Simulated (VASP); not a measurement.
## KCl: single point with HSE06

KCl:

```
CELL_PARAMETERS angstrom
3.77081 0.00000 0.00000
0.00000 3.77081 0.00000
0.00000 0.00000 3.77081
ATOMIC_POSITIONS crystal
K 0.00000 0.00000 0.00000
Cl 0.50000 0.50000 0.50000
```

```
Program                            : VASP 6.6.1
Task                               : single point
Functional                         : HSE06
Potentials or basis                : VASP PAW PBE potentials, release 64 (K_sv, Cl)
Cutoff                             : 520 eV
k mesh                             : 4 × 4 × 4
Occupations                        : gaussian, width 0.01 eV
Spin                               : no spin polarisation
Dipole correction                  : no
Grid for exact exchange (PRECFOCK) : Normal
Further INCAR settings             : ALGO = Normal; EDIFF = 1e-06; NBANDS = 15
Screening parameter                : 0.2079 1/Å
```

```json
{
 "Pressure": "0.7 GPa",
 "Band gap on the k mesh": "6.37 eV, indirect (least direct gap 6.60 eV)"
}
```

Levels at points of the mesh, in eV from the valence-band top:
```csv
k point,band 5,band 6,band 7,band 8,band 9,band 10,band 11,band 12
"(0.00, 0.00, 0.00)",-12.11,-0.23,-0.23,-0.23,6.37,7.95,7.95,12.64
"(0.50, 0.00, 0.00)",-11.98,-2.02,-0.24,-0.24,9.36,9.54,10.09,11.57
"(0.50, 0.50, 0.00)",-12.04,-1.38,-1.38,0.00,7.60,8.86,10.64,10.64
"(0.50, 0.50, 0.50)",-12.31,-1.53,-1.53,-1.53,10.37,10.37,10.37,11.91
```

Run time: 11 min on 1 thread of Intel Xeon 8259CL, with other jobs on the host, peak memory 0.26 GiB.

Caveat: the PAW data sets were made with another functional, which shifts forces and pressure a little. A k mesh can miss the band edges.
